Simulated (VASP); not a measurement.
Zr:

```
Zr
1.0
    -1.84550    1.84550    1.84550
     1.84550   -1.84550    1.84550
     1.84550    1.84550   -1.84550
Zr
1
Direct
  0.00000 0.00000 0.00000
```

Base run:

```yaml
Program: VASP 6.6.1
Functional: RPBE
Potentials_or_basis: VASP PAW PBE potentials, release 64 (Zr_sv)
Cutoff: 500 eV
k_mesh: 10 × 10 × 10
Occupations: fermi-dirac, width 0.05 eV
Spin: no spin polarisation
```

Its results: band gap on the k mesh zero (band 6 reaches 9.07 eV, above the bottom of band 7 at 7.32 eV); pressure -5.3 GPa.

**Question.** The run is repeated on the same cell with these changes: functional from RPBE to PBE. What comes out?

**Answer.** Band gap on the k mesh zero (band 6 reaches 8.97 eV, above the bottom of band 7 at 7.23 eV); pressure -7.3 GPa.

PBE binds more tightly than RPBE, so the same cell stands under less pressure.

Caveats: the PAW data sets were made with another functional, which shifts forces and pressure a little (some runs).
